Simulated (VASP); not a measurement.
Set up this calculation in VASP 6.6.1, as the native input.

```yaml
Task: single point
Functional: LDA
Potentials_or_basis: VASP PAW LDA potentials, release 64 (Al, Ga_d, N)
Cutoff: 520 eV
k_mesh: 8 × 8 × 6
Occupations: gaussian, width 0.02 eV
Spin: no spin polarisation
Dipole_correction: no
Further_INCAR_settings: ALGO = Normal; EDIFF = 1e-06; NBANDS = 21
```

The structure of AlGaN2 lies in POSCAR:

```
AlGaN2
1.0
    3.1152864669      0.0000000000      0.0000000000
    0.0000000000      3.1152864669      0.0000000000
    0.0000000000      0.0000000000      4.1212703887
Al Ga N
1 1 2
Direct
    0.5000000000      0.5000000000      0.5000000000
    0.0000000000      0.0000000000      0.0000000000
    0.5000000000      0.0000000000      0.7387284967
    0.0000000000      0.5000000000      0.2612715033
```

This cell differs from its parent crystal: strain along c alone, the other axes held: -6.0 %, then relaxed in part.

These files were run (other wordings do the same):

INCAR

```
SYSTEM = AlGaN2
ALGO = Normal
EDIFF = 1E-6
ENCUT = 520
GGA = CA
ISIF = 2
ISMEAR = 0
LASPH = .True.
LCHARG = .True.
LELF = .True.
LREAL = .False.
LVHAR = .True.
LWAVE = .False.
NBANDS = 21
NELM = 60
PREC = Accurate
SIGMA = 0.02
```

KPOINTS

```
k-points
0
Gamma
  8 8 6
  0 0 0
```

Potentials or basis: VASP PAW LDA potentials, release 64 (Al, Ga_d, N).

Run with:

```bash
$ cat potpaw_LDA.64/Al/POTCAR potpaw_LDA.64/Ga_d/POTCAR potpaw_LDA.64/N/POTCAR > POTCAR
$ mpirun -np 1 vasp_std > vasp.out
```

Results of the run:

* Pressure: 15.1 GPa
* Largest force: 0.028 eV/Å
* Band gap on the k mesh: 3.44 eV, direct

Caveat: the cell differs from its parent crystal (strain along c alone, the other axes held: -6.0 %, then relaxed in part).

It took 74 s on 1 thread of AMD EPYC 7R13, on a shared host, peak memory 0.14 GiB.
